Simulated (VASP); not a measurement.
Input of a VASP 6.6.1 run:

INCAR

```
PREC = Accurate
ENCUT = 520
EDIFF = 1E-6
ISMEAR = -1
SIGMA = 0.1
LREAL = F
LASPH = T
NELM = 80
ALGO = Normal
ISIF = 2
LWAVE = F
LCHARG = T
GGA = CA
LELF = T
LVHAR = T
NBANDS = 21
```

Contents of KPOINTS:

```
Automatic mesh
0
Gamma
  11 11 11
```

The input POSCAR:

```
Mo
1.0
    0.0000000000      2.8572409185      2.8572409185
    2.8572409185      0.0000000000      2.8572409185
    2.8572409185      2.8572409185      0.0000000000
Mo
2
Direct
    0.1250000000      0.1250000000      0.1250000000
    0.8750000000      0.8750000000      0.8750000000
```

Potentials or basis: VASP PAW LDA potentials, release 64 (Mo_sv).

Command:

```sh
$ cat potpaw_LDA.64/Mo_sv/POTCAR > POTCAR
$ mpirun -np 1 vasp_std > vasp.out
```

Q: Estimate the pressure.

A: -7.6 GPa.

Q: Estimate the band gap on the k mesh.

A: Zero (band 14 reaches 6.76 eV, above the bottom of band 15 at 6.30 eV).
